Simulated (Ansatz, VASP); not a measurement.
# HfNiP2 in VASP and in Ansatz

```
CELL_PARAMETERS angstrom
2.94391 0.00000 0.00000
-1.47196 2.54950 0.00000
0.00000 0.00000 9.33694
ATOMIC_POSITIONS crystal
Hf 0.00000 0.00000 0.50000
Ni 0.00000 0.00000 0.00000
P 0.00000 0.00000 0.77270
P 0.00000 0.00000 0.22730
```

Alike in both runs: functional PBE; k mesh 18 × 18 × 6; occupations gaussian, width 0.1 eV; no spin polarisation.

Ansatz relaxed the structure, and its values are those at the end. VASP's run is a single point on that final structure, the one shown.

|  | VASP | Ansatz |
| --- | --- | --- |
| version | VASP 6.6.1 | Ansatz 0.2.0 |
| potentials or method | VASP PAW PBE potentials, release 64 (Hf_pv, Ni, P), cutoff 520 eV | scalar-relativistic, plane waves, PAW |
| valence electrons in the cell | 30 | 54 |

Ansatz gave:

| Property | Result |
| --- | --- |
| gap on the k mesh at the Fermi level (eV) | none |
| pressure (GPa) | 0.0 |
| rms of the force components (eV/Å) | 0.001 |

**Question.** Which values does VASP return?

**Answer.** gap on the k mesh at the Fermi level (eV): none; pressure (GPa): 0.0; rms of the force components (eV/Å): 0.008.

A gap of «none» marks a metal or a gap that the smearing closes. The functional is the same, so the differences come from potentials, cutoffs and numerics. VASP's potentials hold 30 valence electrons a cell and Ansatz's 54, so a difference there can come from the potentials and not from the codes.

Neither program's run includes spin-orbit coupling.
